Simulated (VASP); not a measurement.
# MnS (Fm-3m) in VASP: settings compared, part 2 of 2

VASP 6.6.1.

## (5) Single point, r2SCAN+rVV10+U, collinear spin

Input file POSCAR:

```
MnS
1.0
    0.0000000000      2.6045000000      2.6045000000
    2.6045000000      0.0000000000      2.6045000000
    2.6045000000      2.6045000000      0.0000000000
Mn S
1 1
Direct
    0.0000000000      0.0000000000      0.0000000000
    0.5000000000      0.5000000000      0.5000000000
```

Input file INCAR.step1:

```
ALGO = Normal
EDIFF = 1E-4
ENCUT = 520
GGA = PE
ISMEAR = -1
ISPIN = 2
LASPH = True
LCHARG = False
LDAU = True
LDAUJ = 0 0
LDAUL = 2 -1
LDAUTYPE = 2
LDAUU = 3 0
LMAXMIX = 4
LREAL = False
LWAVE = True
MAGMOM = 0.1 0
NBANDS = 20
NELM = 150
PREC = Accurate
SIGMA = 0.05
```

Input file INCAR.step2:

```
ALGO = Normal
BPARAM = 11.95
CPARAM = 0.0093
EDIFF = 1E-6
ENCUT = 520
ISIF = 2
ISMEAR = -1
ISPIN = 2
ISTART = 1
IVDW_NL = 2
LASPH = True
LCHARG = False
LDAU = True
LDAUJ = 0 0
LDAUL = 2 -1
LDAUPRINT = 1
LDAUTYPE = 2
LDAUU = 3 0
LMAXMIX = 4
LMIXTAU = True
LORBIT = 11
LREAL = False
LUSE_VDW = True
LWAVE = False
MAGMOM = 0.1 0
METAGGA = R2SCAN
NBANDS = 20
NELM = 150
PREC = Accurate
SIGMA = 0.05
```

Input file KPOINTS:

```
k-points
0
Gamma
  9 9 9
```

Started as:

```console
$ cat potpaw_PBE.64/Mn_pv/POTCAR potpaw_PBE.64/S/POTCAR > POTCAR
$ cp INCAR.step1 INCAR
$ mpirun -np 1 vasp_std > vasp.out
$ cp INCAR.step2 INCAR
$ mpirun -np 1 vasp_std > vasp.out
```

Wall time 5.3 min (1 thread of Intel Xeon Platinum 8259CL at 2.50GHz (Skylake/Cascade Lake), shared host); peak memory 0.3 GiB.

It converged, with:

```
Free energy                                           : -20.9828 eV
Pressure                                              : -0.7 GPa
Band gap on the k mesh                                : zero (filled and empty bands overlap)
Net moment                                            : 1.00 μB per cell
Site moments                                          : Mn +1.03; S -0.08 μB
Valence electrons inside the program's atomic spheres : Mn 11.30; S 3.78
```

Levels at points of the mesh, in eV from the Fermi level:
Spin up:
```tsv
k point	band 6	band 7	band 8	band 9	band 10	band 11	band 12	band 13	band 14	band 15
(0.00, 0.00, 0.00)	-4.58	-4.58	-1.89	-1.89	-1.89	0.74	0.74	2.50	8.74	8.74
```
Spin down:
```tsv
k point	band 5	band 6	band 7	band 8	band 9	band 10	band 11	band 12	band 13	band 14
(0.00, 0.00, 0.00)	-3.97	-3.96	-2.07	-2.07	-2.07	1.13	1.13	1.13	2.87	10.12
```

Eigenvalues of the final occupation matrices:
```
    site  spin  trace               eigenvalues
site 1 d     1   2.99  0.10 0.10 0.93 0.93 0.93
site 1 d     2   1.96  0.02 0.02 0.02 0.94 0.94
```

Caveat: the PAW data sets were made with another functional, which shifts forces and pressure a little; a cell with one magnetic atom can't hold antiferromagnetic order, which such compounds often take.

## (6) Single point, r2SCAN+U, collinear spin, ferromagnetic start

POSCAR is that of step 5.

Input file INCAR.step1:

```
PREC = Accurate
ENCUT = 520
ISMEAR = 1
SIGMA = 0.1
LREAL = False
LASPH = True
NELM = 150
ISPIN = 2
MAGMOM = 4 0
LMAXMIX = 4
LDAU = True
LDAUTYPE = 2
LDAUL = 2 -1
LDAUU = 6.2 0
LDAUJ = 0 0
NBANDS = 20
GGA = PE
ALGO = Normal
EDIFF = 1E-4
LWAVE = True
LCHARG = False
```

Input file INCAR.step2:

```
PREC = Accurate
ENCUT = 520
EDIFF = 1E-7
ISMEAR = 1
SIGMA = 0.1
LREAL = False
LASPH = True
NELM = 150
ALGO = Normal
ISIF = 2
LWAVE = False
LCHARG = False
ISPIN = 2
MAGMOM = 4 0
LORBIT = 11
LMAXMIX = 4
LDAU = True
LDAUTYPE = 2
LDAUL = 2 -1
LDAUU = 6.2 0
LDAUJ = 0 0
LDAUPRINT = 1
METAGGA = R2SCAN
LMIXTAU = True
NBANDS = 20
ISTART = 1
```

Input file KPOINTS:

```
regular mesh
0
Gamma
  9 9 9
```

Potentials or basis: VASP PAW PBE potentials, release 64 (Mn_pv, S).

Started as:

```console
$ cat potpaw_PBE.64/Mn_pv/POTCAR potpaw_PBE.64/S/POTCAR > POTCAR
$ cp INCAR.step1 INCAR
$ mpirun -np 1 vasp_std > vasp.out
$ cp INCAR.step2 INCAR
$ mpirun -np 1 vasp_std > vasp.out
```

It took 3 min on 1 thread of Intel Xeon Platinum 8259CL at 2.50GHz (Skylake/Cascade Lake), shared host; peak memory 0.2 GiB.

The run converged. Its results:

* Free energy: -23.5362 eV
* Pressure: 5.5 GPa
* Band gap on the k mesh: 1.93 eV (least direct gap 3.90 eV)
* Net moment: 5.00 μB per cell
* Site moments: Mn +4.71; S +0.05 μB
* Valence electrons inside the program's atomic spheres: Mn 11.27; S 3.83

Levels at points of the mesh, in eV from the valence-band top:
Spin up:
```
           k point  band 10  band 11  band 12  band 13  band 14  band 15
(0.00, 0.00, 0.00)    -1.08    -1.08    -1.08     3.00     9.18     9.18
```
Spin down:
```
           k point  band 4  band 5  band 6  band 7  band 8  band 9  band 10  band 11
(0.00, 0.00, 0.00)  -14.07   -0.90   -0.90   -0.90    4.07    4.07     4.07     4.27
```

Eigenvalues of the final occupation matrices:
| site | spin | trace | eigenvalues |
| --- | --- | --- | --- |
| site 1 d | 1 | 4.77 | 0.95 0.95 0.95 0.97 0.97 |
| site 1 d | 2 | 0.14 | 0.01 0.01 0.01 0.05 0.05 |

Caveat: the cell stands under pressure; the PAW data sets were made with another functional, which shifts forces and pressure a little; an odd mesh through Γ misses points on the zone boundary, where band edges can lie; a cell with one magnetic atom can't hold antiferromagnetic order, which such compounds often take.

## (7) Summary

```csv
level,spin,U,cell,smearing,gap on the mesh (eV),pressure (GPa),moment (μB)
PBE+U,"collinear, ferromagnetic start",Mn d U = 6.2 eV,"a = 3.683 Å, angles 60.0°, 2 atoms",fermi-dirac 0.15 eV,1.36,5.8,5.00
PBE+U,"collinear, ferromagnetic start",Mn d U = 6.2 eV,"a = 3.683 Å, angles 60.0°, 2 atoms",fermi-dirac 0.05 eV,1.36,5.9,5.00
revPBE+D4+U,"collinear, ferromagnetic start",Mn d U = 3.0 eV,"a = 3.732 Å, angles 60.0°, 2 atoms",fermi-dirac 0.025 eV,0.63,-3.7,5.00
r2SCAN+rVV10+U,collinear,Mn d U = 3.0 eV,"a = 3.683 Å, angles 60.0°, 2 atoms",fermi-dirac 0.05 eV,none,-0.7,1.00
r2SCAN+U,"collinear, ferromagnetic start",Mn d U = 6.2 eV,"a = 3.683 Å, angles 60.0°, 2 atoms",methfessel-paxton 0.1 eV,1.93,5.5,5.00
```

Alike in all rows: task single point; potentials or basis VASP PAW PBE potentials, release 64 (Mn_pv, S); k mesh 9 × 9 × 9; cutoff (eV) 520.

On the cell as given the gap runs from zero (r2SCAN+rVV10+U) to 1.93 eV (r2SCAN+U). The pressure there spans -0.7 GPa (r2SCAN+rVV10+U) to 5.9 GPa (PBE+U); a positive pressure means that this level wants a larger cell, a negative one a smaller.

Caveats: a cell with one magnetic atom can't hold antiferromagnetic order, which such compounds often take; an odd mesh through Γ misses points on the zone boundary, where band edges can lie (at least some runs); the cell stands under pressure (at least some runs); the PAW data sets were made with another functional, which shifts forces and pressure a little (at least some runs); the cell stands under tension (at least some runs); semilocal functionals underestimate gaps, and a narrow one can read as zero (at least some runs).

Absolute energies hang on the potentials; compare differences alone.
